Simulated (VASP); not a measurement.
Set up this calculation in VASP 6.6.1, as the native input.

```yaml
Task: electric field gradients
Functional: PBEsol
Potentials_or_basis: VASP PAW PBE potentials, release 64 (Hf_pv, C)
Cutoff: 520 eV
k_mesh: 15 × 15 × 15
Occupations: fermi-dirac, width 0.05 eV
Spin: no spin polarisation
Dipole_correction: no
Further_INCAR_settings: ALGO = Normal; EDIFF = 1e-08; NBANDS = 14
```

The structure of HfC lies in POSCAR:

```
HfC
1.0
    0.0697500000      2.3598750000      2.3598750000
    2.3598750000      0.0697500000      2.3598750000
    2.3598750000      2.3598750000      0.0697500000
Hf C
1 1
Direct
    0.5000000000      0.5000000000      0.5000000000
    0.0000000000      0.0000000000      0.0000000000
```

This cell differs from its parent crystal: equal xy, yz and zx shear strains of +3 %.

These files were run (other wordings do the same):

INCAR

```
SYSTEM = HfC
PREC = Accurate
ENCUT = 520
EDIFF = 1E-8
ISMEAR = -1
SIGMA = 0.05
LREAL = .False.
LASPH = .True.
NELM = 60
ALGO = Normal
ISIF = 2
LWAVE = .False.
LCHARG = .False.
GGA = PS
LEFG = .True.
NBANDS = 14
```

KPOINTS

```
Automatic mesh
0
Gamma
  15 15 15
  0 0 0
```

Potentials or basis: VASP PAW PBE potentials, release 64 (Hf_pv, C).

Launch:

```console
$ cat potpaw_PBE.64/Hf_pv/POTCAR potpaw_PBE.64/C/POTCAR > POTCAR
$ mpirun -np 1 vasp_std > vasp.out
```

It gave:

```yaml
Pressure: -6.8 GPa
Band_gap_on_the_k_mesh: zero (bands 7 and 8 overlap by 1.41 eV)
Largest_electric_field_gradient_by_atom: Hf -3.3; C -0.7 V/Å²
```

Caveat: the cell differs from its parent crystal (equal xy, yz and zx shear strains of +3 %); the cell stands under tension; without QUAD_EFG the Cq values of the log hold for a quadrupole moment of 1 mb, not for the nuclei; the PAW data sets were made with another functional, which shifts forces and pressure a little; spin-orbit coupling is left out, which moves the levels of the heavy elements.

Wall time 4.4 min on 1 thread of Intel Xeon 8259CL (shared host), peak memory 0.26 GiB.
